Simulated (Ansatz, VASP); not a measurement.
## Al4N5: VASP beside Ansatz

```
Al N
1.0
     6.21788    0.00000    0.00000
     0.00000    4.97781    0.00000
     0.00000    0.00000   22.06124
Al N
8 10
Direct
  0.00000 0.99844 0.18131
  0.50000 0.99844 0.18131
  0.25000 0.49844 0.22199
  0.75000 0.49844 0.22199
  0.25000 0.99271 0.30840
  0.75000 0.99271 0.30840
  0.00000 0.46407 0.33403
  0.50000 0.46407 0.33403
  0.00000 0.61656 0.18131
  0.50000 0.61656 0.18131
  0.25000 0.11656 0.22199
  0.75000 0.11656 0.22199
  0.25000 0.61445 0.30711
  0.75000 0.61445 0.30711
  0.00000 0.11093 0.34274
  0.50000 0.11093 0.34274
  0.12500 0.61093 0.47419
  0.12500 0.61093 0.52405
```

Alike in both runs: task single point; functional PBE; dispersion D3(BJ); k mesh 5 × 6 × 1; occupations gaussian, width 0.05 eV; no spin polarisation.

|  | VASP | Ansatz |
| --- | --- | --- |
| version | VASP 6.6.1 | Ansatz 0.2.0 |
| potentials or method | VASP PAW PBE potentials, release 64 (Al, N), cutoff 520 eV | scalar-relativistic, plane waves, PAW |
| valence electrons in the cell | 74 | 74 |

|  | VASP | Ansatz | Ansatz less VASP |
| --- | --- | --- | --- |
| gap on the k mesh at the Fermi level (eV) | 1.46 | 1.47 | +0.008 |
| least direct gap on the mesh (eV) | 1.47 | 1.48 | +0.005 |
| rms of the force components (eV/Å) | 0.814 | 0.709 | -0.1046 |

Ansatz's warnings: xc potential rough in thin density.

Noted on VASP's run: the standard files for N, O and F lose accuracy on very short bonds.
